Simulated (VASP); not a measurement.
Set up this calculation in VASP 6.6.1, as the native input.

- Task: relaxation of the atoms
- Functional: PBE
- Potentials or basis: VASP PAW PBE potentials, release 64 (N, Ga_d, H)
- Cutoff: 520 eV
- k mesh: 8 × 8 × 1
- Occupations: gaussian, width 0.05 eV
- Spin: collinear spin
- Starting moments: [0.0, 0.0, 0.0, 0.0, 0.0, 0.0, 1.0] μB
- Dipole correction: yes
- Atoms held fixed (from 0): [0, 1, 2, 3, 4, 5]
- Further INCAR settings: ALGO = Normal; EDIFF = 1e-07; NELMDL = -8; IBRION = 2; EDIFFG = -0.025; NSW = 36
- Atoms held along some axes (from 0): atom 6 along a and b

The structure of Ga3HN3 lies in POSCAR:

```
Ga3HN3
1.0
    3.2165072845      0.0000000000      0.0000000000
    0.0000000000      3.2165072845      0.0000000000
    0.0000000000      0.0000000000     21.2198073008
N Ga H
3 3 1
Selective dynamics
Direct
    0.0000000000      0.5000000000      0.1885031256  F F F
    0.5000000000      0.0000000000      0.2956866679  F F F
    0.0000000000      0.5000000000      0.4029970648  F F F
    0.5000000000      0.5000000000      0.2420948967  F F F
    0.0000000000      0.0000000000      0.3470972837  F F F
    0.5000000000      0.5000000000      0.4580535140  F F F
    0.5000000000      1.0000000000      0.4141770082  F F T
```

These files were run (other wordings do the same):

INCAR

```
  ALGO = Normal
  DIPOL = 0.5 0.5 0.336
  EDIFF = 1E-7
  EDIFFG = -0.025
  ENCUT = 520
  GGA = PE
  GGA_COMPAT = F
  IBRION = 2
  IDIPOL = 3
  ISIF = 2
  ISMEAR = 0
  ISPIN = 2
  KPAR = 8
  LASPH = T
  LCHARG = F
  LDIPOL = T
  LORBIT = 11
  LREAL = F
  LWAVE = F
  MAGMOM = 0 0 0 0 0 0 1
  NELM = 200
  NELMDL = -8
  NELMIN = 4
  NSW = 36
  PREC = Accurate
  SIGMA = 0.05
```

KPOINTS

```
k-points
0
Gamma
  8 8 1
```

Potentials or basis: VASP PAW PBE potentials, release 64 (N, Ga_d, H).

Command:

```bash
$ cat potpaw_PBE.64/N/POTCAR potpaw_PBE.64/Ga_d/POTCAR potpaw_PBE.64/H/POTCAR > POTCAR
$ mpirun -np 8 vasp_std > vasp.out
```

It gave:

- Energy gained by relaxing: 325.6 meV/atom
- Ionic steps: 8
- Net moment: 0.00 μB per cell
- Valence electrons inside the program's atomic spheres: N 3.46, 3.72, 3.69; Ga 11.81, 11.65 (each value once); H 0.52

It took 14 min on 8 MPI ranks on AMD EPYC 9R45 96-Core Processor (Zen 5), with other jobs on the host, peak memory 0.58 GiB a rank.
